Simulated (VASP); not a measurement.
A run of VASP 6.6.1 is set up as follows.

Contents of POSCAR:

```
Rb
1.0
   -2.8802604912      2.8802604912      2.8590512464
    2.8802604912     -2.8802604912      2.8590512464
    2.8802604912      2.8802604912     -2.8590512464
Rb
1
Direct
    0.0000000000      0.0000000000      0.0000000000
```

Contents of INCAR.step1:

```
SYSTEM = Rb
PREC = Accurate
ENCUT = 520
ISMEAR = -1
SIGMA = 0.1
LREAL = .FALSE.
LASPH = .TRUE.
NELM = 80
NBANDS = 10
GGA = PE
ALGO = Normal
EDIFF = 1E-4
LWAVE = .TRUE.
LCHARG = .FALSE.
```

The input INCAR.step2:

```
SYSTEM = Rb
PREC = Accurate
ENCUT = 520
EDIFF = 1E-6
ISMEAR = -1
SIGMA = 0.1
LREAL = .FALSE.
LASPH = .TRUE.
NELM = 80
ALGO = Normal
ISIF = 2
LWAVE = .FALSE.
LCHARG = .FALSE.
METAGGA = R2SCAN
LMIXTAU = .TRUE.
NBANDS = 10
ISTART = 1
```

KPOINTS

```
regular mesh
0
G
  11 11 11
  0 0 0
```

Potentials or basis: VASP PAW PBE potentials, release 64 (Rb_sv).

The run is started by

```console
$ cat potpaw_PBE.64/Rb_sv/POTCAR > POTCAR
$ cp INCAR.step1 INCAR
$ mpirun -np 1 vasp_std > vasp.out
$ cp INCAR.step2 INCAR
$ mpirun -np 1 vasp_std > vasp.out
```

Q: Estimate the pressure.

A: 0.0 GPa.

Q: Predict the band gap on the k mesh.

A: Zero (an odd number of electrons rules out a gap without spin polarisation).

Caveat: the PAW data sets were made with another functional, which shifts forces and pressure a little.
